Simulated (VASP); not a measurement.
# NaF (Villiaumite) (Fm-3m) in VASP: further runs

NaF (Villiaumite) is run at these levels: PBEsol; tasks: single point.

Program: VASP 6.6.1. These are calculated values, not measurements. Logs are shortened: lines on timing, memory, paths and dates and some standing lists are left out, and cuts for length are marked.

### 1 The cell of the first run

The structure is cubic, space group Fm-3m (No. 225). Conventional cell: a = 4.336 Å, b = 4.336 Å, c = 4.336 Å, α = 90.00°, β = 90.00°, γ = 90.00°. Na (site symmetry m-3m) has 6 F at 2.17 Å within 2.9 Å. Within 2.9 Å of F (site symmetry m-3m) lie 6 Na at 2.17 Å.

### 2 Single point, PBEsol

Input file INCAR:

```
SYSTEM = NaF
PREC     = Accurate       ! precision mode
ENCUT    = 520            ! plane-wave cutoff, eV
EDIFF    = 1E-6           ! SCF threshold, eV
ISMEAR   = 0              ! smearing method
SIGMA    = 0.01           ! smearing width, eV
LREAL    = .False.        ! projectors in reciprocal space
LASPH    = .True.         ! aspherical terms in the spheres
NELM     = 60             ! most SCF steps
ALGO     = Normal         ! electronic algorithm
ISIF     = 2              ! what is computed and relaxed
LWAVE    = .False.        ! write WAVECAR
LCHARG   = .True.         ! write CHGCAR
GGA      = PS             ! functional
LELF     = .True.         ! ELF
LVHAR    = .True.       
NBANDS   = 14             ! bands
```

Input file KPOINTS:

```
regular mesh
0
Gamma
  8 8 8
  0 0 0
```

Input file POSCAR:

```
NaF
1.0
    0.0000000000      2.1681093518      2.1681093518
    2.1681093518      0.0000000000      2.1681093518
    2.1681093518      2.1681093518      0.0000000000
Na F
1 1
Direct
    0.0000000000      0.0000000000      0.0000000000
    0.5000000000      0.5000000000      0.5000000000
```

Potentials or basis: VASP PAW PBE potentials, release 64 (Na_pv, F).

Launch:

```bash
cat potpaw_PBE.64/Na_pv/POTCAR potpaw_PBE.64/F/POTCAR > POTCAR
mpirun -np 1 vasp_std > vasp.out
```

OUTCAR:

```text
SYSTEM = NaF
   PREC = Accurate
   ENCUT = 520
   EDIFF = 1E-6
   ISMEAR = 0
   LREAL = .False.
   LASPH = .True.
   NELM = 60
   ISIF = 2
   GGA = PS

 ion  position               nearest neighbor table
   1  0.000  0.000  0.000-   2 2.17   2 2.17   2 2.17   2 2.17   2 2.17   2 2.17
   2  0.500  0.500  0.500-   1 2.17   1 2.17   1 2.17   1 2.17   1 2.17   1 2.17

  LATTYP: Found a face centered cubic cell.
 ALAT       =     4.3362187036

  Lattice vectors:

 A1 = (   0.0000000000,   2.1681093518,   2.1681093518)
 A2 = (   2.1681093518,   0.0000000000,   2.1681093518)
 A3 = (   2.1681093518,   2.1681093518,   0.0000000000)

Analysis of symmetry for initial positions (statically):
=====================================================================
 Subroutine PRICEL returns:
 Original cell was already a primitive cell.

 Routine SETGRP: Setting up the symmetry group for a
 face centered cubic supercell.

 Subroutine GETGRP returns: Found 48 space group operations
 (whereof 48 operations were pure point group operations)
 out of a pool of 48 trial point group operations.

The static configuration has the point symmetry O_h .

Analysis of symmetry for dynamics (positions and initial velocities):
=====================================================================
 Subroutine PRICEL returns:
 Original cell was already a primitive cell.

 Routine SETGRP: Setting up the symmetry group for a
 face centered cubic supercell.

 Subroutine GETGRP returns: Found 48 space group operations
 (whereof 48 operations were pure point group operations)
 out of a pool of 48 trial point group operations.

The dynamic configuration has the point symmetry O_h .

 Subroutine INISYM returns: Found 48 space group operations
 (whereof 48 operations are pure point group operations),
 and found     1 'primitive' translations

----------------------------------------------------------------------------------------

                                     Primitive cell

  volume of cell :      20.3833

  direct lattice vectors                    reciprocal lattice vectors
     0.000000000  2.168109352  2.168109352    -0.230615674  0.230615674  0.230615674
     2.168109352  0.000000000  2.168109352     0.230615674 -0.230615674  0.230615674
     2.168109352  2.168109352  0.000000000     0.230615674  0.230615674 -0.230615674

  length of vectors
     3.066169650  3.066169650  3.066169650     0.399438065  0.399438065  0.399438065

  position of ions in fractional coordinates (direct lattice)
     0.000000000  0.000000000  0.000000000
     0.500000000  0.500000000  0.500000000

  ion indices of the primitive-cell ions
   primitive index   ion index
                 1           1
                 2           2

----------------------------------------------------------------------------------------

 KPOINTS: regular mesh

Automatic generation of k-mesh.
 Grid dimensions read from file:
 generate k-points for:    8    8    8

 Generating k-lattice:

  Cartesian coordinates                     Fractional coordinates (reciprocal lattice)
    -0.028826959  0.028826959  0.028826959     0.125000000  0.000000000  0.000000000
     0.028826959 -0.028826959  0.028826959     0.000000000  0.125000000  0.000000000
     0.028826959  0.028826959 -0.028826959     0.000000000  0.000000000  0.125000000

  Length of vectors
     0.049929758  0.049929758  0.049929758

  Shift w.r.t. Gamma in fractional coordinates (k-lattice)
     0.000000000  0.000000000  0.000000000

 Subroutine IBZKPT returns following result:
 ===========================================

 Found     29 irreducible k-points:

 Following reciprocal coordinates:
            Coordinates               Weight
  0.000000  0.000000  0.000000      1.000000
  0.125000  0.000000  0.000000      8.000000
  0.250000  0.000000  0.000000      8.000000
  0.375000  0.000000  0.000000      8.000000
  0.500000  0.000000  0.000000      4.000000
  0.125000  0.125000  0.000000      6.000000
[... 16 lines left out ...]
  0.500000  0.250000  0.125000     48.000000
 -0.375000  0.250000  0.125000     24.000000
 [... further k-points ...]
   k-points           NKPTS =     29   k-points in BZ     NKDIM =     29   number of bands    NBANDS=     14
   number of dos      NEDOS =    301   number of ions     NIONS =      2
   total plane-waves  NPLWV =  13824
   dimension x,y,z NGX =    24 NGY =   24 NGZ =   24
   dimension x,y,z NGXF=    48 NGYF=   48 NGZF=   48
   ions per type =               1   1
   NGX,Y,Z   is equivalent  to a cutoff of  13.01, 13.01, 13.01 a.u.
   NGXF,Y,Z  is equivalent  to a cutoff of  26.03, 26.03, 26.03 a.u.
 SYSTEM =  NaF
   PREC   = accura    normal or accurate (medium, high low for compatibility)
   ISTART =      0    job   : 0-new  1-cont  2-samecut
   ICHARG =      2    charge: 1-file 2-atom 10-const
   ISPIN  =      1    spin polarized calculation?
   LNONCOLLINEAR =      F non collinear calculations
   LSORBIT =      F    spin-orbit coupling
   LASPH  =      T    aspherical Exc in radial PAW
   ENCUT  =  520.0 eV  38.22 Ry    6.18 a.u.   5.70  5.70  5.70*2*pi/ulx,y,z
   NELM   =     60;   NELMIN=  2; NELMDL= -5     # of ELM steps
   EDIFF  = 0.1E-05   stopping-criterion for ELM
   LREAL  =      F    real-space projection
   EDIFFG = 0.1E-04   stopping-criterion for IOM
   NSW    =      0    number of steps for IOM
   IBRION =     -1    ionic relax: 0-MD 1-quasi-New 2-CG
   NFREE  =      0    steps in history (QN), initial steepest desc. (CG)
   ISIF   =      2    stress and relaxation
   ISYM   =      2    0-nonsym 1-usesym 2-fastsym
   POTIM  = 0.5000    time-step for ionic-motion
   TEBEG  =    0.0;   TEEND  =   0.0 temperature during run
   PSTRESS=    0.0 pullay stress
   NELECT =      14.0000    total number of electrons
   NUPDOWN=      -1.0000    fix difference up-down
   EMIN   =  10.00;   EMAX   =-10.00  energy-range for DOS
   EFERMI =   0.00;   METHOD = LEGACY
   ISMEAR =     0;   SIGMA  =   0.01  broadening in eV -4-tet -1-fermi 0-gaus
   EFERMI_NEDOS =   21; number of points for ismear=-14 and -15
   IALGO  =     38    algorithm
   IMIX   =      4    mixing-type and parameters
     AMIX     =   0.40;   BMIX     =  1.00
     AMIX_MAG =   1.60;   BMIX_MAG =  1.00
  volume/ion in A,a.u.               =      10.19        68.78
  Fermi-wavevector in a.u.,A,eV,Ry     =   1.444418  2.729555 28.386438  2.086344
  Thomas-Fermi vector in A             =   2.562715
   LORBIT       =      0    0 simple, 1 ext, 2 COOP (PROOUT), +10 PAW based schemes
   GGA     = PS    functional components
   LHFCALC =     F    Hartree Fock is set to
   AEXX    =    0.0000 exact exchange contribution
   IVDW    =     0    specifies the selected vdW correction
   LEPSILON=     F    determine dielectric tensor
   LRPA    =     F    only Hartree local field effects (RPA)
 non-spin polarized calculation
 Gauss-broadening in eV      SIGMA  =   0.01
  energy-cutoff  :      520.00
  volume of cell :       20.38
 maximum number of plane-waves:       568
   NGX = 11   NGY = 11   NGZ = 11

 number of electron      13.9999982 magnetization

 Free energy of the ion-electron system (eV)
  ---------------------------------------------------
  ext. energy  EPLUGINS =         0.00000000
  ---------------------------------------------------
  free energy    TOTEN  =        -8.58456092 eV

  energy without entropy =       -8.58456092  energy(sigma->0) =       -8.58456092

 E-fermi :  -1.1219     XC(G=0): -10.3731

 val. band max:       -1.1734649650   @ k =   0.0000   0.0000   0.0000
 cond. band min:       6.1669492517   @ k =   0.0000   0.0000   0.0000
 fundamental gap:      7.3404142167
 Fermi energy:        -1.1218531116

 k-point     1 :       0.0000    0.0000    0.0000
  band No.  band energies     occupation
      1     -20.6385      2.00000
      2     -19.4095      2.00000
      3     -19.4095      2.00000
      4     -19.4095      2.00000
      5      -1.1735      2.00000
      6      -1.1735      2.00000
      7      -1.1735      2.00000
      8       6.1669      0.00000
      9      19.0561      0.00000
     10      19.0561      0.00000
     11      19.0561      0.00000
     12      22.1854      0.00000
     13      24.8110      0.00000
     14      24.8110      0.00000

 k-point     2 :       0.1250    0.0000    0.0000
  band No.  band energies     occupation
      1     -20.7627      2.00000
      2     -19.4125      2.00000
      3     -19.4125      2.00000
      4     -19.2511      2.00000
      5      -1.5636      2.00000
      6      -1.2315      2.00000
      7      -1.2315      2.00000
      8       6.7948      0.00000
      9      17.1732      0.00000
     10      19.3848      0.00000
     11      19.3848      0.00000
     12      24.3897      0.00000
     13      24.3897      0.00000
     14      24.5647      0.00000

 k-point     3 :       0.2500    0.0000    0.0000
  band No.  band energies     occupation
      1     -20.9872      2.00000
      2     -19.4195      2.00000
      3     -19.4195      2.00000
      4     -18.9419      2.00000
      5      -2.3611      2.00000
      6      -1.3691      2.00000
      7      -1.3691      2.00000
      8       8.2552      0.00000
      9      15.0710      0.00000
     10      20.1766      0.00000
     11      20.1766      0.00000
     12      23.8277      0.00000
     13      23.8277      0.00000
     14      26.1987      0.00000
[... 324 lines left out ...]
 k-point    23 :       0.5000    0.2500    0.1250
  band No.  band energies     occupation
      1     -20.9656      2.00000
      2     -19.5130      2.00000
      3     -19.4551      2.00000
      4     -18.8340      2.00000
      5      -2.8124      2.00000
      6      -1.8394      2.00000
      7      -1.6008      2.00000
      8      10.8849      0.00000
      9      13.4884      0.00000
     10      18.3984      0.00000
     11      20.3937      0.00000
     12      22.4286      0.00000
     13      24.8678      0.00000
     14      29.8858      0.00000

 k-point    24 :      -0.3750    0.2500    0.1250
  band No.  band energies     occupation
      1     -20.9752      2.00000
      2     -19.5188      2.00000
      3     -19.4705      2.00000
      4     -18.7976      2.00000
      5      -2.9050      2.00000
      6      -1.9490      2.00000
      7      -1.6512      2.00000
      8      11.7844      0.00000
      9      13.0173      0.00000
     10      18.0391      0.00000
     11      20.1140      0.00000
     12      23.1794      0.00000
     13      24.4462      0.00000
     14      30.0443      0.00000

 [... further k-points ...]
[... 5 lines left out ...]
  --------------------------------------------------------------------------------------
  -------------------------------------------------------------------------------------
  Total        1.9537201      1.9537201      1.9537201     -0.0000000      0.0000000     -0.0000000
  in kB      153.5675223    153.5675223    153.5675223     -0.0000000      0.0000000     -0.0000000
  external PRESSURE =     153.5675223 kB  Pullay stress =       0.0000000 kB

 VOLUME and BASIS-vectors are now :
 -----------------------------------------------------------------------------
  energy-cutoff  :      520.00
  volume of cell :       20.38
      direct lattice vectors                 reciprocal lattice vectors
     0.000000000  2.168109352  2.168109352    -0.230615674  0.230615674  0.230615674
     2.168109352  0.000000000  2.168109352     0.230615674 -0.230615674  0.230615674
     2.168109352  2.168109352  0.000000000     0.230615674  0.230615674 -0.230615674

 POSITION                                       TOTAL-FORCE (eV/Angst)
 -----------------------------------------------------------------------------------
      0.00000      0.00000      0.00000         0.000000      0.000000      0.000000
      2.16811      2.16811      2.16811        -0.000000     -0.000000      0.000000
 -----------------------------------------------------------------------------------
    total drift:                                0.000000     -0.000000      0.000000

  FREE ENERGIE OF THE ION-ELECTRON SYSTEM (eV)
  ---------------------------------------------------
  free  energy   TOTEN  =        -8.5845609233 eV

  energy  without entropy=       -8.5845609233  energy(sigma->0) =       -8.58456092
```

It took 6.1 s on 1 thread of Intel Xeon Platinum 8375C at 2.90GHz (Ice Lake), shared host; peak memory 0.13 GiB.

Results:

| Quantity | Value |
| --- | --- |
| Free energy | -8.5846 eV |
| Pressure | 15.4 GPa |
| Band gap on the k mesh | 7.34 eV, direct |

Levels at points of the mesh, in eV from the valence-band top:
| k point | band 5 | band 6 | band 7 | band 8 | band 9 | band 10 |
| --- | --- | --- | --- | --- | --- | --- |
| (0.00, 0.00, 0.00) | 0.00 | 0.00 | 0.00 | 7.34 | 20.23 | 20.23 |
| (0.50, 0.00, 0.00) | -2.12 | -0.38 | -0.38 | 11.87 | 14.09 | 22.19 |
| (0.50, 0.50, 0.00) | -1.63 | -0.51 | -0.51 | 13.69 | 14.71 | 15.61 |

Caveat: the PAW data sets were made with another functional, which shifts forces and pressure a little. Expect the measured gap to be larger: semilocal functionals such as PBEsol lack the derivative discontinuity.

### 3 Single point, PBEsol

This run uses another cell than the first one, of 11.09 Å³/atom, 1.089 times its volume.

Input file INCAR:

```
  PREC = Accurate
  ENCUT = 520
  EDIFF = 1E-6
  ISMEAR = 0
  SIGMA = 0.01
  LREAL = F
  LASPH = T
  NELM = 60
  ALGO = Normal
  ISIF = 2
  LWAVE = F
  LCHARG = T
  GGA = PS
  LELF = T
  LVHAR = T
  NBANDS = 14
```

Input file KPOINTS:

```
Automatic mesh
0
Gamma
  8 8 8
```

Input file POSCAR:

```
NaF
1.0
    0.0000000000      2.2303420062      2.2303420062
    2.2303420062      0.0000000000      2.2303420062
    2.2303420062      2.2303420062      0.0000000000
Na F
1 1
Direct
    0.0000000000      0.0000000000      0.0000000000
    0.5000000000      0.5000000000      0.5000000000
```

Potentials or basis: VASP PAW PBE potentials, release 64 (Na_pv, F).

Launch:

```bash
cat potpaw_PBE.64/Na_pv/POTCAR potpaw_PBE.64/F/POTCAR > POTCAR
mpirun -np 1 vasp_std > vasp.out
```

Run time: 6 s. Hardware: 1 thread of Intel Xeon Platinum 8375C at 2.90GHz (Ice Lake), shared host; peak memory 0.13 GiB.

The run converged. Its results:

| Property | Result |
| --- | --- |
| Free energy | -8.7119 eV |
| Pressure | 7.1 GPa |
| Band gap on the k mesh | 6.80 eV, direct |

Levels at points of the mesh, in eV from the valence-band top:
```tsv
k point	band 5	band 6	band 7	band 8	band 9	band 10
(0.00, 0.00, 0.00)	0.00	0.00	0.00	6.80	19.64	19.64
(0.50, 0.00, 0.00)	-1.89	-0.32	-0.32	11.31	13.32	21.23
(0.50, 0.50, 0.00)	-1.48	-0.47	-0.47	13.45	13.94	14.69
```

Caveat: the PAW data sets were made with another functional, which shifts forces and pressure a little. A hybrid or GW would open this gap; PBEsol tends to underestimate it.

### 4 Single point, PBEsol

This run uses another cell than the first one, of 10.71 Å³/atom, 1.051 times its volume.

Input file INCAR:

```
PREC     = Accurate       # precision mode
ENCUT    = 520            # plane-wave cutoff, eV
EDIFF    = 1E-6           # SCF threshold, eV
ISMEAR   = 0              # smearing method
SIGMA    = 0.01           # smearing width, eV
LREAL    = F              # projectors in reciprocal space
LASPH    = T              # aspherical terms in the spheres
NELM     = 80             # most SCF steps
ALGO     = Normal         # electronic algorithm
ISIF     = 2              # what is computed and relaxed
LWAVE    = F              # write WAVECAR
LCHARG   = F              # write CHGCAR
GGA      = PS             # functional
NBANDS   = 14             # bands
```

KPOINTS is that of step 3.

Input file POSCAR:

```
NaF
1.0
    0.0000000000      2.2042073840      2.2042073840
    2.2042073840      0.0000000000      2.2042073840
    2.2042073840      2.2042073840      0.0000000000
Na F
1 1
Direct
    0.0000000000      0.0000000000      0.0000000000
    0.5000000000      0.5000000000      0.5000000000
```

Launch:

```bash
cat potpaw_PBE.64/Na_pv/POTCAR potpaw_PBE.64/F/POTCAR > POTCAR
mpirun -np 1 vasp_std > vasp.out
```

It took 5.6 s on 1 thread of Intel Xeon Platinum 8375C at 2.90GHz (Ice Lake), shared host; peak memory 0.13 GiB.

It converged, with:

| Quantity | Value |
| --- | --- |
| Free energy | -8.6689 eV |
| Pressure | 10.2 GPa |
| Band gap on the k mesh | 7.02 eV, direct |

Levels at points of the mesh, in eV from the valence-band top:
| k point | band 4 | band 5 | band 6 | band 7 | band 8 | band 9 | band 10 | band 11 |
| --- | --- | --- | --- | --- | --- | --- | --- | --- |
| (0.00, 0.00, 0.00) | -18.36 | 0.00 | 0.00 | 0.00 | 7.02 | 19.89 | 19.89 | 19.89 |
| (0.50, 0.00, 0.00) | -17.57 | -1.98 | -0.35 | -0.35 | 11.54 | 13.64 | 21.62 | 21.62 |
| (0.50, 0.50, 0.00) | -18.45 | -1.54 | -0.49 | -0.49 | 13.55 | 14.26 | 15.06 | 21.66 |

Caveat: the PAW data sets were made with another functional, which shifts forces and pressure a little.

### 5 The runs side by side

| cell | gap on the mesh (eV) | pressure (GPa) |
| --- | --- | --- |
| a = 3.066 Å, angles 60.0°, 2 atoms | 7.34 | 15.4 |
| a = 3.154 Å, angles 60.0°, 2 atoms | 6.80 | 7.1 |
| a = 3.117 Å, angles 60.0°, 2 atoms | 7.02 | 10.2 |

Alike in all rows: task single point; level PBEsol; potentials or basis VASP PAW PBE potentials, release 64 (Na_pv, F); no spin polarisation; k mesh 8 × 8 × 8; cutoff (eV) 520; smearing gaussian 0.01 eV.

Caveats: the PAW data sets were made with another functional, which shifts forces and pressure a little.

Absolute energies hang on the potentials; compare differences alone.
